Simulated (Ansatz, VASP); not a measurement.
**N: VASP beside Ansatz**

```
CELL_PARAMETERS angstrom
4.74900 0.00000 0.00000
0.00000 7.87300 0.00000
0.00000 0.00000 3.54100
ATOMIC_POSITIONS crystal
N 0.02050 0.25000 0.63480
N 0.97950 0.75000 0.36520
N 0.47950 0.75000 0.13480
N 0.52050 0.25000 0.86520
```

Alike in both runs: task electric field gradients; functional PBE; k mesh 7 × 4 × 9; occupations fermi-dirac, width 0.01 eV; no spin polarisation.

|  | VASP | Ansatz |
| --- | --- | --- |
| version | VASP 6.6.1 | Ansatz 0.2.0 |
| potentials or method | VASP PAW PBE potentials, release 64 (N), cutoff 520 eV | all-electron PAW with datasets made for the crystal, scalar-relativistic |

```tsv
	VASP	Ansatz	Ansatz less VASP
pressure (GPa)	-10.7	-10.7	+0.05
traceless stress, the component that is largest in VASP (GPa)	-14.66	-14.68	-0.016
rms of the force components (eV/Å)	0.580	0.580	-0.0002
size of Vzz on the site where it differs most (V/Å²)	20.8	20.3	-0.54
```

Atom by atom the forces differ by 0.000 eV/Å (rms over components). Ansatz ran all-electron here, and VASP with PAW potentials.
